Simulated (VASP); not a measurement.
# TiAl (Pmmm) in VASP: single point with LDA

Aim: the single point of TiAl with LDA.

All numbers are computed with VASP 6.6.1; they aren't measurements. Logs are shortened: lines on timing, memory, paths and dates and some standing lists are left out, and cuts for length are marked.

## Step 1: The cell of the first run

The structure is orthorhombic, space group Pmmm (No. 47). Conventional cell: a = 2.866 Å, b = 3.124 Å, c = 3.468 Å, α = 90.00°, β = 90.00°, γ = 90.00°. Ti (site symmetry mmm) has 8 Al at 2.74 Å and 6 Ti at 2.87 to 3.47 Å within 3.6 Å. Within 3.6 Å of Al (site symmetry mmm) lie 8 Ti at 2.74 Å and 6 Al at 2.87 to 3.47 Å.

## Step 2: Single point, LDA

Contents of INCAR:

```
SYSTEM = TiAl
ALGO = Normal
EDIFF = 1E-6
ENCUT = 500
GGA_COMPAT = .False.
ISIF = 2
ISMEAR = 0
LASPH = .True.
LCHARG = .True.
LELF = .True.
LREAL = .False.
LVHAR = .True.
LWAVE = .False.
NBANDS = 14
NELM = 120
PREC = Accurate
SIGMA = 0.15
```

Contents of KPOINTS:

```
k-points
0
Gamma
  14 14 14
  0 0 0
```

Contents of POSCAR:

```
TiAl
1.0
    2.8663491144      0.0000000000      0.0000000000
    0.0000000000      3.4677357133      0.0000000000
    0.0000000000      0.0000000000      3.1240862282
Ti Al
1 1
Direct
    0.0000000000      0.0000000000      0.0000000000
    0.5000000000      0.5000000000      0.5000000000
```

Potentials or basis: VASP PAW LDA potentials, release 64 (Ti_sv, Al).

Started as:

```sh
$ cat potpaw_LDA.64/Ti_sv/POTCAR potpaw_LDA.64/Al/POTCAR > POTCAR
$ mpirun -np 1 vasp_std > vasp.out
```

OUTCAR:

```text
SYSTEM = TiAl
   EDIFF = 1E-6
   ENCUT = 500
   ISIF = 2
   ISMEAR = 0
   LASPH = .True.
   LREAL = .False.
   NELM = 120
   PREC = Accurate

 ion  position               nearest neighbor table
   1  0.000  0.000  0.000-   2 2.74   2 2.74   2 2.74   2 2.74   2 2.74   2 2.74   2 2.74   2 2.74

   2  0.500  0.500  0.500-   1 2.74   1 2.74   1 2.74   1 2.74   1 2.74   1 2.74   1 2.74   1 2.74

  LATTYP: Found a simple orthorhombic cell.
 ALAT       =     2.8663491144
 B/A-ratio  =     1.0899182561
 C/A-ratio  =     1.2098092643

  Lattice vectors:

 A1 = (  -2.8663491144,   0.0000000000,   0.0000000000)
 A2 = (   0.0000000000,   0.0000000000,   3.1240862282)
 A3 = (   0.0000000000,   3.4677357133,   0.0000000000)

Analysis of symmetry for initial positions (statically):
=====================================================================
 Subroutine PRICEL returns:
 Original cell was already a primitive cell.

 Routine SETGRP: Setting up the symmetry group for a
 simple orthorhombic supercell.

 Subroutine GETGRP returns: Found  8 space group operations
 (whereof  8 operations were pure point group operations)
 out of a pool of  8 trial point group operations.

The static configuration has the point symmetry D_2h.

Analysis of symmetry for dynamics (positions and initial velocities):
=====================================================================
 Subroutine PRICEL returns:
 Original cell was already a primitive cell.

 Routine SETGRP: Setting up the symmetry group for a
 simple orthorhombic supercell.

 Subroutine GETGRP returns: Found  8 space group operations
 (whereof  8 operations were pure point group operations)
 out of a pool of  8 trial point group operations.

The dynamic configuration has the point symmetry D_2h.

 Subroutine INISYM returns: Found  8 space group operations
 (whereof  8 operations are pure point group operations),
 and found     1 'primitive' translations

----------------------------------------------------------------------------------------

                                     Primitive cell

  volume of cell :      31.0526

  direct lattice vectors                    reciprocal lattice vectors
     2.866349114  0.000000000  0.000000000     0.348875856  0.000000000  0.000000000
     0.000000000  3.467735713  0.000000000     0.000000000  0.288372610  0.000000000
     0.000000000  0.000000000  3.124086228     0.000000000  0.000000000  0.320093598

  length of vectors
     2.866349114  3.467735713  3.124086228     0.348875856  0.288372610  0.320093598

  position of ions in fractional coordinates (direct lattice)
     0.000000000  0.000000000  0.000000000
     0.500000000  0.500000000  0.500000000

  ion indices of the primitive-cell ions
   primitive index   ion index
                 1           1
                 2           2

----------------------------------------------------------------------------------------

 KPOINTS: k-points

Automatic generation of k-mesh.
 Grid dimensions read from file:
 generate k-points for:   14   14   14

 Generating k-lattice:

  Cartesian coordinates                     Fractional coordinates (reciprocal lattice)
     0.024919704  0.000000000  0.000000000     0.071428571  0.000000000  0.000000000
     0.000000000  0.020598044  0.000000000     0.000000000  0.071428571  0.000000000
     0.000000000  0.000000000  0.022863828     0.000000000  0.000000000  0.071428571

  Length of vectors
     0.024919704  0.020598044  0.022863828

  Shift w.r.t. Gamma in fractional coordinates (k-lattice)
     0.000000000  0.000000000  0.000000000

 Subroutine IBZKPT returns following result:
 ===========================================

 Found    512 irreducible k-points:

 Following reciprocal coordinates:
            Coordinates               Weight
  0.000000  0.000000  0.000000      1.000000
  0.071429  0.000000  0.000000      2.000000
  0.142857  0.000000  0.000000      2.000000
  0.214286  0.000000  0.000000      2.000000
  0.285714  0.000000  0.000000      2.000000
  0.357143  0.000000  0.000000      2.000000
[... 16 lines left out ...]
  0.428571  0.142857  0.000000      4.000000
  0.500000  0.142857  0.000000      2.000000
 [... further k-points ...]
   k-points           NKPTS =    512   k-points in BZ     NKDIM =    512   number of bands    NBANDS=     14
   number of dos      NEDOS =    301   number of ions     NIONS =      2
   total plane-waves  NPLWV =  16128
   dimension x,y,z NGX =    24 NGY =   28 NGZ =   24
   dimension x,y,z NGXF=    48 NGYF=   56 NGZF=   48
   ions per type =               1   1
   NGX,Y,Z   is equivalent  to a cutoff of  13.92, 13.42, 12.77 a.u.
   NGXF,Y,Z  is equivalent  to a cutoff of  27.84, 26.85, 25.54 a.u.
 SYSTEM =  TiAl
   PREC   = accura    normal or accurate (medium, high low for compatibility)
   ISTART =      0    job   : 0-new  1-cont  2-samecut
   ICHARG =      2    charge: 1-file 2-atom 10-const
   ISPIN  =      1    spin polarized calculation?
   LNONCOLLINEAR =      F non collinear calculations
   LSORBIT =      F    spin-orbit coupling
   LASPH  =      T    aspherical Exc in radial PAW
   ENCUT  =  500.0 eV  36.75 Ry    6.06 a.u.   5.23  6.32  5.70*2*pi/ulx,y,z
   NELM   =    120;   NELMIN=  2; NELMDL= -5     # of ELM steps
   EDIFF  = 0.1E-05   stopping-criterion for ELM
   LREAL  =      F    real-space projection
   EDIFFG = 0.1E-04   stopping-criterion for IOM
   NSW    =      0    number of steps for IOM
   IBRION =     -1    ionic relax: 0-MD 1-quasi-New 2-CG
   NFREE  =      0    steps in history (QN), initial steepest desc. (CG)
   ISIF   =      2    stress and relaxation
   ISYM   =      2    0-nonsym 1-usesym 2-fastsym
   POTIM  = 0.5000    time-step for ionic-motion
   TEBEG  =    0.0;   TEEND  =   0.0 temperature during run
   PSTRESS=    0.0 pullay stress
   NELECT =      15.0000    total number of electrons
   NUPDOWN=      -1.0000    fix difference up-down
   EMIN   =  10.00;   EMAX   =-10.00  energy-range for DOS
   EFERMI =   0.00;   METHOD = LEGACY
   ISMEAR =     0;   SIGMA  =   0.15  broadening in eV -4-tet -1-fermi 0-gaus
   EFERMI_NEDOS =   21; number of points for ismear=-14 and -15
   IALGO  =     38    algorithm
   IMIX   =      4    mixing-type and parameters
     AMIX     =   0.40;   BMIX     =  1.00
     AMIX_MAG =   1.60;   BMIX_MAG =  1.00
  volume/ion in A,a.u.               =      15.53       104.78
  Fermi-wavevector in a.u.,A,eV,Ry     =   1.284515  2.427382 22.449328  1.649979
  Thomas-Fermi vector in A             =   2.416704
   LORBIT       =      0    0 simple, 1 ext, 2 COOP (PROOUT), +10 PAW based schemes
   GGA     = CA    functional components
   LHFCALC =     F    Hartree Fock is set to
   AEXX    =    0.0000 exact exchange contribution
   IVDW    =     0    specifies the selected vdW correction
   LEPSILON=     F    determine dielectric tensor
   LRPA    =     F    only Hartree local field effects (RPA)
 non-spin polarized calculation
 Gauss-broadening in eV      SIGMA  =   0.15
  energy-cutoff  :      500.00
  volume of cell :       31.05
 maximum number of plane-waves:       806
 NGX is ok and might be reduce to    24
   NGX = 11   NGY = 13   NGZ = 11

 number of electron      15.0000000 magnetization

 Free energy of the ion-electron system (eV)
  ---------------------------------------------------
  ext. energy  EPLUGINS =         0.00000000
  ---------------------------------------------------
  free energy    TOTEN  =       -13.39696585 eV

  energy without entropy =      -13.37072151  energy(sigma->0) =      -13.38384368

 E-fermi :   8.7449     XC(G=0): -11.4575

 val. band max:        8.7444275578   @ k =   0.3571   0.1429   0.1429
 cond. band min:       8.7461736630   @ k =   0.4286   0.1429   0.1429
 fundamental gap:      0.0017461052
 Fermi energy:         8.7449487516

 k-point     1 :       0.0000    0.0000    0.0000
  band No.  band energies     occupation
      1     -47.2411      2.00000
      2     -23.9299      2.00000
      3     -23.8309      2.00000
      4     -23.6262      2.00000
      5      -0.4863      2.00000
      6       7.1162      2.00000
      7       7.5375      2.00000
      8      10.2953      0.00000
      9      10.9008      0.00000
     10      11.0315      0.00000
     11      11.2621      0.00000
     12      13.6020      0.00000
     13      16.2973      0.00000
     14      17.0978      0.00000

 k-point     2 :       0.0714    0.0000    0.0000
  band No.  band energies     occupation
      1     -47.2385      2.00000
      2     -23.9275      2.00000
      3     -23.8288      2.00000
      4     -23.6486      2.00000
      5      -0.3866      2.00000
      6       7.1735      2.00000
      7       7.5721      2.00000
      8      10.2836      0.00000
      9      10.3152      0.00000
     10      11.0655      0.00000
     11      11.6846      0.00000
     12      13.8355      0.00000
     13      15.4092      0.00000
     14      17.2420      0.00000

 k-point     3 :       0.1429    0.0000    0.0000
  band No.  band energies     occupation
      1     -47.2312      2.00000
      2     -23.9206      2.00000
      3     -23.8227      2.00000
      4     -23.7111      2.00000
      5      -0.0907      2.00000
      6       7.3319      2.00000
      7       7.6282      2.00000
      8       9.6555      0.00000
      9      10.3717      0.00000
     10      10.6309      0.00000
     11      12.4296      0.00000
     12      14.0950      0.00000
     13      14.3908      0.00000
     14      17.1580      0.00000

 k-point     4 :       0.2143    0.0000    0.0000
  band No.  band energies     occupation
      1     -47.2207      2.00000
      2     -23.9107      2.00000
      3     -23.8138      2.00000
      4     -23.8006      2.00000
      5       0.3923      2.00000
      6       7.4450      2.00000
      7       7.6568      2.00000
      8       9.0969      0.00091
      9      10.1505      0.00000
     10      10.4550      0.00000
     11      13.0551      0.00000
     12      13.2109      0.00000
     13      15.1025      0.00000
     14      16.8772      0.00000

 k-point     5 :       0.2857    0.0000    0.0000
  band No.  band energies     occupation
      1     -47.2089      2.00000
      2     -23.8997      2.00000
      3     -23.8986      2.00000
      4     -23.8040      2.00000
      5       1.0491      2.00000
      6       6.9861      2.00000
      7       7.9219      2.00000
      8       8.6317      1.71437
      9       9.7190      0.00000
     10      10.5500      0.00000
     11      12.5852      0.00000
[... 276 lines left out ...]
 k-point    22 :       0.3571    0.1429    0.0000
  band No.  band energies     occupation
      1     -47.1974      2.00000
      2     -23.9839      2.00000
      3     -23.9039      2.00000
      4     -23.7940      2.00000
      5       2.0700      2.00000
      6       6.1790      2.00000
      7       7.7094      2.00000
      8       8.6102      1.79615
      9       9.4320      0.00000
     10      10.4332      0.00000
     11      12.5228      0.00000
     12      13.9188      0.00000
     13      16.5617      0.00000
     14      17.1433      0.00000

 k-point    23 :       0.4286    0.1429    0.0000
  band No.  band energies     occupation
      1     -47.1900      2.00000
      2     -24.0436      2.00000
      3     -23.8968      2.00000
      4     -23.7878      2.00000
      5       2.9855      2.00000
      6       5.1193      2.00000
      7       7.8431      2.00000
      8       8.5559      1.92538
      9       9.2265      0.00001
     10      10.5056      0.00000
     11      12.6894      0.00000
     12      14.5616      0.00000
     13      15.9752      0.00000
     14      18.0475      0.00000

 k-point    24 :       0.5000    0.1429    0.0000
  band No.  band energies     occupation
      1     -47.1874      2.00000
      2     -24.0648      2.00000
      3     -23.8942      2.00000
      4     -23.7856      2.00000
      5       3.8584      2.00000
      6       4.1873      2.00000
      7       7.8738      2.00000
      8       8.5549      1.92690
      9       9.1558      0.00011
     10      10.5325      0.00000
     11      12.7742      0.00000
     12      15.0603      0.00000
     13      15.5212      0.00000
     14      18.2089      0.00000

 [... further k-points ...]

------------------------ aborting loop because EDIFF is reached ----------------------------------------

  FORCE on cell =-STRESS in cart. coord.  units (eV):
  Direction    XX          YY          ZZ          XY          YZ          ZX
  --------------------------------------------------------------------------------------
  -------------------------------------------------------------------------------------
  Total       -0.4200147      0.7653452     -1.2764096      0.0000000      0.0000000      0.0000000
  in kB      -21.6709015     39.4884292    -65.8570926      0.0000000      0.0000000      0.0000000
  external PRESSURE =     -16.0131883 kB  Pullay stress =       0.0000000 kB

 VOLUME and BASIS-vectors are now :
 -----------------------------------------------------------------------------
  energy-cutoff  :      500.00
  volume of cell :       31.05
      direct lattice vectors                 reciprocal lattice vectors
     2.866349114  0.000000000  0.000000000     0.348875856  0.000000000  0.000000000
     0.000000000  3.467735713  0.000000000     0.000000000  0.288372610  0.000000000
     0.000000000  0.000000000  3.124086228     0.000000000  0.000000000  0.320093598

 POSITION                                       TOTAL-FORCE (eV/Angst)
 -----------------------------------------------------------------------------------
      0.00000      0.00000      0.00000         0.000000      0.000000      0.000000
      1.43317      1.73387      1.56204         0.000000      0.000000      0.000000
 -----------------------------------------------------------------------------------
    total drift:                               -0.000000      0.000000      0.000000

  FREE ENERGIE OF THE ION-ELECTRON SYSTEM (eV)
  ---------------------------------------------------
  free  energy   TOTEN  =       -13.3969658538 eV

  energy  without entropy=      -13.3707215109  energy(sigma->0) =      -13.38384368
```

Wall time 2.1 min (1 thread of Intel Xeon Platinum 8259CL at 2.50GHz (Skylake/Cascade Lake), shared host); peak memory 0.31 GiB.

What came out:

```yaml
Free_energy: -13.3970 eV
Pressure: -1.6 GPa
Band_gap_on_the_k_mesh: zero (an odd number of electrons rules out a gap without spin polarisation)
```

Levels at points of the mesh, in eV from the Fermi level:
```
           k point  band 5  band 6  band 7  band 8  band 9  band 10  band 11  band 12
(0.00, 0.00, 0.00)   -9.23   -1.63   -1.21    1.55    2.16     2.29     2.52     4.86
(0.50, 0.00, 0.00)   -4.90   -4.84   -0.75   -0.21    0.36     1.98     4.30     6.64
(0.00, 0.50, 0.00)   -6.76   -5.26   -0.69    0.27    1.34     2.09     2.60     6.85
(0.50, 0.50, 0.00)   -4.86   -2.38   -1.26   -1.23    0.67     1.11     2.53     4.99
(0.00, 0.00, 0.50)   -5.85   -5.09   -0.87   -0.55    1.34     2.36     3.34     6.14
(0.50, 0.00, 0.50)   -4.30   -1.64   -1.08   -1.05    0.01     0.27     3.39     5.20
(0.00, 0.50, 0.50)   -5.51   -2.59   -2.03   -1.53    1.54     1.71     2.35     4.35
(0.50, 0.50, 0.50)   -2.97   -2.97   -2.94    1.10    2.61     2.89     3.34     3.50
```
